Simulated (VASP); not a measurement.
# GaMo (P-43m) in VASP: single point with PBE

Aim: the single point of GaMo with PBE.

All numbers are computed with VASP 6.6.1; they aren't measurements. Logs are shortened: lines on timing, memory, paths and dates and some standing lists are left out, and cuts for length are marked.

**1. The cell of the first run**

It takes space group P-43m (No. 215, cubic). The conventional cell has a = 5.268 Å, b = 5.268 Å, c = 5.268 Å, α = 90.00°, β = 90.00°, γ = 90.00°. Ga (site symmetry 3m) has 4 Mo at 2.58 to 2.94 Å and 3 Ga at 2.65 Å within 3.4 Å. Within 3.5 Å of Mo (site symmetry -43m) lie 6 Mo at 2.63 Å and 4 Ga at 2.94 Å. Mo (site symmetry -42m) has 4 Ga at 2.58 Å and 2 Mo at 2.63 Å within 3.4 Å.

The cell was generated, and may not be a known phase.

**2. Single point, PBE**

INCAR reads:

```
ALGO = Normal
EDIFF = 1E-7
ENCUT = 520
GGA = PE
ISIF = 2
ISMEAR = 0
LASPH = T
LCHARG = F
LREAL = F
LWAVE = F
NBANDS = 64
NELM = 80
PREC = Accurate
SIGMA = 0.2
```

KPOINTS reads:

```
k-points
0
Gamma
  3 3 3
```

POSCAR reads:

```
GaMo
1.0
    5.2682551265      0.0000000000      0.0000000000
    0.0000000000      5.2682551265      0.0000000000
    0.0000000000      0.0000000000      5.2682551265
Ga Mo
4 4
Direct
    0.6779935925      0.6779935925      0.6779935925
    0.3220064075      0.3220064075      0.6779935925
    0.3220064075      0.6779935925      0.3220064075
    0.6779935925      0.3220064075      0.3220064075
    0.0000000000      0.0000000000      0.0000000000
    0.5000000000      0.0000000000      0.0000000000
    0.0000000000      0.5000000000      0.0000000000
    0.0000000000      0.0000000000      0.5000000000
```

Potentials or basis: VASP PAW PBE potentials, release 64 (Ga_d, Mo_sv).

Run with:

```
cat potpaw_PBE.64/Ga_d/POTCAR potpaw_PBE.64/Mo_sv/POTCAR > POTCAR
mpirun -np 1 vasp_std > vasp.out
```

OUTCAR:

```text
EDIFF = 1E-7
   ENCUT = 520
   GGA = PE
   ISIF = 2
   ISMEAR = 0
   LASPH = T
   LREAL = F
   NELM = 80
   PREC = Accurate

 ion  position               nearest neighbor table
   1  0.678  0.678  0.678-   6 2.58   7 2.58   8 2.58   2 2.65   3 2.65   4 2.65   5 2.94
   2  0.322  0.322  0.678-   6 2.58   7 2.58   8 2.58   1 2.65   3 2.65   4 2.65   5 2.94
   3  0.322  0.678  0.322-   6 2.58   7 2.58   8 2.58   1 2.65   2 2.65   4 2.65   5 2.94
   4  0.678  0.322  0.322-   6 2.58   7 2.58   8 2.58   1 2.65   2 2.65   3 2.65   5 2.94
   5  0.000  0.000  0.000-   6 2.63   7 2.63   8 2.63   8 2.63   7 2.63   6 2.63   3 2.94   4 2.94
                             1 2.94   2 2.94
   6  0.500  0.000  0.000-   1 2.58   2 2.58   3 2.58   4 2.58   5 2.63   5 2.63
   7  0.000  0.500  0.000-   1 2.58   2 2.58   3 2.58   4 2.58   5 2.63   5 2.63
   8  0.000  0.000  0.500-   1 2.58   2 2.58   3 2.58   4 2.58   5 2.63   5 2.63

  LATTYP: Found a simple cubic cell.
 ALAT       =     5.2682551265

  Lattice vectors:

 A1 = (   5.2682551265,   0.0000000000,   0.0000000000)
 A2 = (   0.0000000000,   5.2682551265,   0.0000000000)
 A3 = (   0.0000000000,   0.0000000000,   5.2682551265)

Analysis of symmetry for initial positions (statically):
=====================================================================
 Subroutine PRICEL returns:
 Original cell was already a primitive cell.

 Routine SETGRP: Setting up the symmetry group for a
 simple cubic supercell.

 Subroutine GETGRP returns: Found 24 space group operations
 (whereof 24 operations were pure point group operations)
 out of a pool of 48 trial point group operations.

The static configuration has the point symmetry T_d .

Analysis of symmetry for dynamics (positions and initial velocities):
=====================================================================
 Subroutine PRICEL returns:
 Original cell was already a primitive cell.

 Routine SETGRP: Setting up the symmetry group for a
 simple cubic supercell.

 Subroutine GETGRP returns: Found 24 space group operations
 (whereof 24 operations were pure point group operations)
 out of a pool of 48 trial point group operations.

The dynamic configuration has the point symmetry T_d .

 Subroutine INISYM returns: Found 24 space group operations
 (whereof 24 operations are pure point group operations),
 and found     1 'primitive' translations

----------------------------------------------------------------------------------------

                                     Primitive cell

  volume of cell :     146.2179

  direct lattice vectors                    reciprocal lattice vectors
[... 88 lines left out ...]
   PSTRESS=    0.0 pullay stress
   NELECT =     108.0000    total number of electrons
   NUPDOWN=      -1.0000    fix difference up-down
   EMIN   =  10.00;   EMAX   =-10.00  energy-range for DOS
   EFERMI =   0.00;   METHOD = LEGACY
   ISMEAR =     0;   SIGMA  =   0.20  broadening in eV -4-tet -1-fermi 0-gaus
   EFERMI_NEDOS =   21; number of points for ismear=-14 and -15
   IALGO  =     38    algorithm
   IMIX   =      4    mixing-type and parameters
     AMIX     =   0.40;   BMIX     =  1.00
     AMIX_MAG =   1.60;   BMIX_MAG =  1.00
  volume/ion in A,a.u.               =      18.28       123.34
  Fermi-wavevector in a.u.,A,eV,Ry     =   1.479844  2.796500 29.795921  2.189938
  Thomas-Fermi vector in A             =   2.593952
   LORBIT       =      0    0 simple, 1 ext, 2 COOP (PROOUT), +10 PAW based schemes
   GGA     = PE    functional components
   LHFCALC =     F    Hartree Fock is set to
   AEXX    =    0.0000 exact exchange contribution
   IVDW    =     0    specifies the selected vdW correction
   LEPSILON=     F    determine dielectric tensor
   LRPA    =     F    only Hartree local field effects (RPA)
 non-spin polarized calculation
 Gauss-broadening in eV      SIGMA  =   0.20
  energy-cutoff  :      520.00
  volume of cell :      146.22
 maximum number of plane-waves:      3944
 NGX is ok and might be reduce to    40
   NGX = 19   NGY = 19   NGZ = 19

 number of electron     108.0000012 magnetization

 Free energy of the ion-electron system (eV)
  ---------------------------------------------------
  ext. energy  EPLUGINS =         0.00000000
  ---------------------------------------------------
  free energy    TOTEN  =       -49.36115105 eV

  energy without entropy =      -49.19147505  energy(sigma->0) =      -49.27631305

 E-fermi :   7.7611     XC(G=0): -11.7002

 val. band max:        7.6515966831   @ k =   0.3333   0.3333   0.3333
 cond. band min:       7.8645558326   @ k =   0.3333   0.0000   0.0000
 fundamental gap:      0.2129591495
 Fermi energy:         7.7611141336

 k-point     1 :       0.0000    0.0000    0.0000
  band No.  band energies     occupation
      1     -53.3844      2.00000
      2     -52.9685      2.00000
      3     -52.9685      2.00000
      4     -52.9228      2.00000
      5     -27.9854      2.00000
      6     -27.9854      2.00000
[... 257 lines left out ...]
     63       9.8307      0.00000
     64      10.5431      0.00000

------------------------ aborting loop because EDIFF is reached ----------------------------------------

  FORCE on cell =-STRESS in cart. coord.  units (eV):
  Direction    XX          YY          ZZ          XY          YZ          ZX
  --------------------------------------------------------------------------------------
  -------------------------------------------------------------------------------------
  Total        0.1333056      0.1333056      0.1333056     -0.0000000      0.0000000     -0.0000000
  in kB        1.4606919      1.4606919      1.4606919     -0.0000000      0.0000000     -0.0000000
  external PRESSURE =       1.4606919 kB  Pullay stress =       0.0000000 kB

 VOLUME and BASIS-vectors are now :
 -----------------------------------------------------------------------------
  energy-cutoff  :      520.00
  volume of cell :      146.22
      direct lattice vectors                 reciprocal lattice vectors
     5.268255126  0.000000000  0.000000000     0.189816168  0.000000000  0.000000000
     0.000000000  5.268255126  0.000000000     0.000000000  0.189816168  0.000000000
     0.000000000  0.000000000  5.268255126     0.000000000  0.000000000  0.189816168

 POSITION                                       TOTAL-FORCE (eV/Angst)
 -----------------------------------------------------------------------------------
      3.57184      3.57184      3.57184        -0.078030     -0.078030     -0.078030
      1.69641      1.69641      3.57184         0.078030      0.078030     -0.078030
      1.69641      3.57184      1.69641         0.078030     -0.078030      0.078030
      3.57184      1.69641      1.69641        -0.078030      0.078030      0.078030
      0.00000      0.00000      0.00000         0.000000      0.000000      0.000000
      2.63413      0.00000      0.00000         0.000000      0.000000      0.000000
      0.00000      2.63413      0.00000         0.000000      0.000000      0.000000
      0.00000      0.00000      2.63413         0.000000      0.000000      0.000000
 -----------------------------------------------------------------------------------
    total drift:                               -0.000000     -0.000000     -0.000000

  FREE ENERGIE OF THE ION-ELECTRON SYSTEM (eV)
  ---------------------------------------------------
  free  energy   TOTEN  =       -49.3611510519 eV

  energy  without entropy=      -49.1914750498  energy(sigma->0) =      -49.27631305
```

OSZICAR:

```text
N       E                     dE             d eps       ncg     rms          rms(c)
DAV:   1     0.172442048617E+04    0.17244E+04   -0.50832E+04   576   0.279E+03
DAV:   2     0.229525645803E+03   -0.14949E+04   -0.14419E+04   520   0.878E+02
DAV:   3    -0.304694762271E+02   -0.26000E+03   -0.24793E+03   592   0.275E+02
DAV:   4    -0.504745738791E+02   -0.20005E+02   -0.19123E+02   656   0.708E+01
DAV:   5    -0.513466747565E+02   -0.87210E+00   -0.84378E+00   672   0.141E+01    0.219E+01
DAV:   6    -0.496802428829E+02    0.16664E+01   -0.10240E+01   584   0.122E+01    0.607E+00
DAV:   7    -0.496382216834E+02    0.42021E-01   -0.25034E+00   648   0.904E+00    0.507E+00
DAV:   8    -0.494032892071E+02    0.23493E+00   -0.10260E+00   640   0.466E+00    0.244E+00
DAV:   9    -0.493621035260E+02    0.41186E-01   -0.14870E-01   648   0.198E+00    0.690E-01
DAV:  10    -0.493618248424E+02    0.27868E-03   -0.21983E-02   648   0.707E-01    0.439E-01
DAV:  11    -0.493611948480E+02    0.62999E-03   -0.25951E-03   632   0.286E-01    0.147E-01
DAV:  12    -0.493611519636E+02    0.42884E-04   -0.30806E-04   728   0.976E-02    0.585E-02
DAV:  13    -0.493611510889E+02    0.87466E-06   -0.26385E-05   608   0.251E-02    0.661E-03
DAV:  14    -0.493611512615E+02   -0.17259E-06   -0.41698E-06   648   0.113E-02    0.301E-03
DAV:  15    -0.493611511344E+02    0.12710E-06   -0.37436E-07   464   0.366E-03    0.132E-03
DAV:  16    -0.493611510519E+02    0.82498E-07   -0.37688E-08   344   0.165E-03
   1 F= -.49361151E+02 E0= -.49276313E+02  d E =-.169676E+00
```

Run time: 60 s. Hardware: 1 thread of Intel Xeon 8259CL, shared host; peak memory 0.25 GiB.

What came out:

| Quantity | Value |
| --- | --- |
| Free energy | -49.3612 eV |
| Pressure | 0.1 GPa |
| Largest force | 0.135 eV/Å |
| Band gap on the k mesh | zero (bands 54 and 55 overlap by 0.85 eV) |

Forces on the atoms (eV/Å):
```
Ga  -0.078 -0.078 -0.078
Ga   0.078  0.078 -0.078
Ga   0.078 -0.078  0.078
Ga  -0.078  0.078  0.078
Mo   0.000  0.000  0.000
Mo   0.000  0.000  0.000
Mo   0.000  0.000  0.000
Mo   0.000  0.000  0.000
```

Caveat: the k points lie up to 0.40 Å⁻¹ apart, too coarse for converged energies and pressures of a metal.

The gap in the log of VASP goes by the Fermi energy; the results here count the filled bands.